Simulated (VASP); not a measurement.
# BaTiO3 (km) (Amm2) in VASP: single point with PBEsol

Aim: the single point of BaTiO3 (km) with PBEsol.

Program: VASP 6.6.1. These are calculated values, not measurements. Logs are shortened: lines on timing, memory, paths and dates and some standing lists are left out, and cuts for length are marked.

### 1 The cell of the first run

It takes space group Amm2 (No. 38, orthorhombic). The conventional cell has a = 3.950 Å, b = 5.658 Å, c = 5.679 Å, α = 90.00°, β = 90.00°, γ = 90.00°. Ba (site symmetry mm2) has 12 O at 2.75 to 2.93 Å and 8 Ti at 3.40 to 3.52 Å within 3.6 Å. Ti (site symmetry mm2) has 6 O at 1.87 to 2.15 Å within 2.5 Å. O (site symmetry m) has 2 Ti at 1.87 to 2.15 Å within 2.5 Å. Within 2.6 Å of O (site symmetry mm2) lie 2 Ti at 1.98 Å.

### 2 Single point, PBEsol

Contents of INCAR:

```
PREC = Accurate
ENCUT = 600
EDIFF = 1E-6
ISMEAR = 0
SIGMA = 0.02
LREAL = False
LASPH = True
NELM = 120
ALGO = Normal
ISIF = 2
LWAVE = False
LCHARG = False
GGA = PS
NBANDS = 28
GGA_COMPAT = False
```

Contents of KPOINTS:

```
regular mesh
0
Gamma
  4 4 4
```

Contents of POSCAR:

```
BaTiO3
1.0
    3.9499512855      0.0000000000      0.0000000000
    0.0000000000      2.8289496693      2.8392714220
    0.0000000000     -2.8289496693      2.8392714220
Ba Ti O
1 1 3
Direct
    0.0000000000      0.0037324197      0.0037324197
    0.5000000000      0.5164913881      0.5164913881
    0.5000000000      0.9813912497      0.4903118972
    0.5000000000      0.4903118972      0.9813912497
    0.0000000000      0.4879730453      0.4879730453
```

Potentials or basis: VASP PAW PBE potentials, release 64 (Ba_sv, Ti_sv, O).

The run is started by

```
$ cat potpaw_PBE.64/Ba_sv/POTCAR potpaw_PBE.64/Ti_sv/POTCAR potpaw_PBE.64/O/POTCAR > POTCAR
$ mpirun -np 1 vasp_std > vasp.out
```

OUTCAR:

```text
PREC = Accurate
   ENCUT = 600
   EDIFF = 1E-6
   ISMEAR = 0
   LREAL = False
   LASPH = True
   NELM = 120
   ISIF = 2
   GGA = PS

 ion  position               nearest neighbor table
   1  0.000  0.004  0.004-   5 2.75   4 2.78   3 2.78   3 2.78   4 2.78   5 2.83   5 2.83   4 2.85
                             3 2.85   3 2.85   4 2.85   5 2.93   2 3.40   2 3.40   2 3.45   2 3.45
   2  0.500  0.516  0.516-   3 1.87   4 1.87   5 1.98   5 1.98   3 2.15   4 2.15   1 3.40   1 3.40
                             1 3.45   1 3.45   1 3.45   1 3.45   1 3.52   1 3.52
   3  0.500  0.981  0.490-   2 1.87   2 2.15   1 2.78   1 2.78   1 2.85   1 2.85
   4  0.500  0.490  0.981-   2 1.87   2 2.15   1 2.78   1 2.78   1 2.85   1 2.85
   5  0.000  0.488  0.488-   2 1.98   2 1.98   1 2.75   1 2.83   1 2.83   1 2.93

  LATTYP: Found a base centered orthorhombic cell.
 ALAT       =     5.6578993386
 B/A-ratio  =     1.0036486166
 C/A-ratio  =     0.6981303571

  Lattice vectors:

 A1 = (   0.0000000000,   2.8289496693,  -2.8392714220)
 A2 = (   0.0000000000,   2.8289496693,   2.8392714220)
 A3 = (   3.9499512855,   0.0000000000,   0.0000000000)

Analysis of symmetry for initial positions (statically):
=====================================================================
 Subroutine PRICEL returns:
 Original cell was already a primitive cell.

 Routine SETGRP: Setting up the symmetry group for a
 base centered orthorhombic supercell.

 Subroutine GETGRP returns: Found  4 space group operations
 (whereof  4 operations were pure point group operations)
 out of a pool of  8 trial point group operations.

The static configuration has the point symmetry C_2v.

Analysis of symmetry for dynamics (positions and initial velocities):
=====================================================================
 Subroutine PRICEL returns:
 Original cell was already a primitive cell.

 Routine SETGRP: Setting up the symmetry group for a
 base centered orthorhombic supercell.

 Subroutine GETGRP returns: Found  4 space group operations
 (whereof  4 operations were pure point group operations)
 out of a pool of  8 trial point group operations.

The dynamic configuration has the point symmetry C_2v.

 Subroutine INISYM returns: Found  4 space group operations
 (whereof  4 operations are pure point group operations),
 and found     1 'primitive' translations

----------------------------------------------------------------------------------------

                                     Primitive cell

  volume of cell :      63.4532

[... 94 lines left out ...]
   IBRION =     -1    ionic relax: 0-MD 1-quasi-New 2-CG
   NFREE  =      0    steps in history (QN), initial steepest desc. (CG)
   ISIF   =      2    stress and relaxation
   ISYM   =      2    0-nonsym 1-usesym 2-fastsym
   POTIM  = 0.5000    time-step for ionic-motion
   TEBEG  =    0.0;   TEEND  =   0.0 temperature during run
   PSTRESS=    0.0 pullay stress
   NELECT =      40.0000    total number of electrons
   NUPDOWN=      -1.0000    fix difference up-down
   EMIN   =  10.00;   EMAX   =-10.00  energy-range for DOS
   EFERMI =   0.00;   METHOD = LEGACY
   ISMEAR =     0;   SIGMA  =   0.02  broadening in eV -4-tet -1-fermi 0-gaus
   EFERMI_NEDOS =   21; number of points for ismear=-14 and -15
   IALGO  =     38    algorithm
   IMIX   =      4    mixing-type and parameters
     AMIX     =   0.40;   BMIX     =  1.00
     AMIX_MAG =   1.60;   BMIX_MAG =  1.00
  volume/ion in A,a.u.               =      12.69        85.64
  Fermi-wavevector in a.u.,A,eV,Ry     =   1.403708  2.652624 26.808879  1.970397
  Thomas-Fermi vector in A             =   2.526343
   LORBIT       =      0    0 simple, 1 ext, 2 COOP (PROOUT), +10 PAW based schemes
   GGA     = PS    functional components
   LHFCALC =     F    Hartree Fock is set to
   AEXX    =    0.0000 exact exchange contribution
   IVDW    =     0    specifies the selected vdW correction
   LEPSILON=     F    determine dielectric tensor
   LRPA    =     F    only Hartree local field effects (RPA)
 non-spin polarized calculation
 Gauss-broadening in eV      SIGMA  =   0.02
  energy-cutoff  :      600.00
  volume of cell :       63.45
 maximum number of plane-waves:      2160
 NGX is ok and might be reduce to    32
   NGX = 15   NGY = 17   NGZ = 17

 number of electron      39.9999988 magnetization

 Free energy of the ion-electron system (eV)
  ---------------------------------------------------
  ext. energy  EPLUGINS =         0.00000000
  ---------------------------------------------------
  free energy    TOTEN  =       -42.00359450 eV

  energy without entropy =      -42.00359450  energy(sigma->0) =      -42.00359450

 E-fermi :   3.9643     XC(G=0): -11.5592

 val. band max:        3.7660466473   @ k =   0.5000   0.5000   0.5000
 cond. band min:       5.8531251607   @ k =   0.0000   0.0000   0.0000
 fundamental gap:      2.0870785133
 Fermi energy:         3.9643270493

 k-point     1 :       0.0000    0.0000    0.0000
  band No.  band energies     occupation
      1     -52.3372      2.00000
      2     -28.7203      2.00000
      3     -28.7139      2.00000
      4     -28.6725      2.00000
      5     -20.9965      2.00000
      6     -13.0641      2.00000
[... 640 lines left out ...]
     27      11.8446      0.00000
     28      11.9019      0.00000

------------------------ aborting loop because EDIFF is reached ----------------------------------------

  FORCE on cell =-STRESS in cart. coord.  units (eV):
  Direction    XX          YY          ZZ          XY          YZ          ZX
  --------------------------------------------------------------------------------------
  -------------------------------------------------------------------------------------
  Total        0.6653761      0.7049038      0.6890715      0.0000000      0.0000000      0.0000000
  in kB       16.8005667     17.7986300     17.3988675      0.0000000      0.0000000      0.0000000
  external PRESSURE =      17.3326881 kB  Pullay stress =       0.0000000 kB

 VOLUME and BASIS-vectors are now :
 -----------------------------------------------------------------------------
  energy-cutoff  :      600.00
  volume of cell :       63.45
      direct lattice vectors                 reciprocal lattice vectors
     3.949951286  0.000000000  0.000000000     0.253167679  0.000000000  0.000000000
     0.000000000  2.828949669  2.839271422     0.000000000  0.176744042  0.176101515
     0.000000000 -2.828949669  2.839271422     0.000000000 -0.176744042  0.176101515

 POSITION                                       TOTAL-FORCE (eV/Angst)
 -----------------------------------------------------------------------------------
      0.00000      0.00000      0.02119         0.000000      0.000000     -0.035237
      1.97498      0.00000      2.93292         0.000000      0.000000      0.027995
      1.97498      1.38924      4.17856         0.000000      0.016063      0.007163
      1.97498     -1.38924      4.17856         0.000000     -0.016063      0.007163
      0.00000      0.00000      2.77098         0.000000      0.000000     -0.007084
 -----------------------------------------------------------------------------------
    total drift:                                0.000000      0.000001     -0.000355

  FREE ENERGIE OF THE ION-ELECTRON SYSTEM (eV)
  ---------------------------------------------------
  free  energy   TOTEN  =       -42.0035945023 eV

  energy  without entropy=      -42.0035945023  energy(sigma->0) =      -42.00359450
```

OSZICAR:

```text
N       E                     dE             d eps       ncg     rms          rms(c)
DAV:   1     0.465668994139E+03    0.46567E+03   -0.22891E+04  1176   0.173E+03
DAV:   2     0.412334927136E+00   -0.46526E+03   -0.44328E+03  1328   0.458E+02
DAV:   3    -0.493987739065E+02   -0.49811E+02   -0.49222E+02  1612   0.143E+02
DAV:   4    -0.519214944742E+02   -0.25227E+01   -0.25165E+01  1760   0.278E+01
DAV:   5    -0.519934705638E+02   -0.71976E-01   -0.71950E-01  1556   0.385E+00    0.236E+01
DAV:   6    -0.422099609491E+02    0.97835E+01   -0.51338E+01  1704   0.668E+01    0.995E+00
DAV:   7    -0.421589372464E+02    0.51024E-01   -0.93573E+00  1580   0.222E+01    0.719E+00
DAV:   8    -0.419963569871E+02    0.16258E+00   -0.86132E-01  1468   0.878E+00    0.280E+00
DAV:   9    -0.420204650682E+02   -0.24108E-01   -0.20814E-01  1616   0.301E+00    0.121E+00
DAV:  10    -0.420041989342E+02    0.16266E-01   -0.92821E-02  1476   0.301E+00    0.275E-01
DAV:  11    -0.420036345526E+02    0.56438E-03   -0.40352E-03  1584   0.470E-01    0.681E-02
DAV:  12    -0.420036000406E+02    0.34512E-04   -0.40344E-04  1352   0.208E-01    0.295E-02
DAV:  13    -0.420035968393E+02    0.32013E-05   -0.88955E-05  1640   0.820E-02    0.217E-02
DAV:  14    -0.420035947679E+02    0.20715E-05   -0.12886E-05  1528   0.280E-02    0.109E-02
DAV:  15    -0.420035945023E+02    0.26561E-06   -0.51844E-07   784   0.596E-03
   1 F= -.42003595E+02 E0= -.42003595E+02  d E =-.363436E-46
```

stdout:

```text
POSCAR found type information on POSCAR BaTiO
 POSCAR found :  3 types and       5 ions
 scaLAPACK will be used
 -----------------------------------------------------------------------------
|                                                                             |
|                                                                             |
|     You enforced a specific xc type in the INCAR file but a different       |
|     I HOPE YOU KNOW WHAT YOU ARE DOING!                                     |
|                                                                             |
 -----------------------------------------------------------------------------

 LDA part: xc-table for (Slater+PW92), standard interpolation
 POSCAR, INCAR and KPOINTS ok, starting setup
 FFT: planning ... GRIDC
 FFT: planning ... GRID_SOFT
 FFT: planning ... GRID
 WAVECAR not read
 entering main loop
```

Wall time 39 s (1 thread of Intel Xeon Platinum 8375C at 2.90GHz (Ice Lake), shared host); peak memory 0.2 GiB.

Results:

| Quantity | Value |
| --- | --- |
| Free energy | -42.0036 eV |
| Pressure | 1.7 GPa |
| Largest force | 0.035 eV/Å |
| Band gap on the k mesh | 2.09 eV, indirect (least direct gap 2.44 eV) |

Forces on the atoms (eV/Å):
```
Ba   0.000  0.000 -0.035
Ti   0.000  0.000  0.028
O    0.000  0.016  0.007
O    0.000 -0.016  0.007
O    0.000  0.000 -0.007
```

Stress tensor (GPa, compression positive):
```
1.68 0.00 0.00
0.00 1.78 0.00
0.00 0.00 1.74
```

Caveat: the PAW data sets were made with another functional, which shifts forces and pressure a little; spin-orbit coupling is left out, which moves the levels of the heavy elements. A k mesh can miss the band edges.
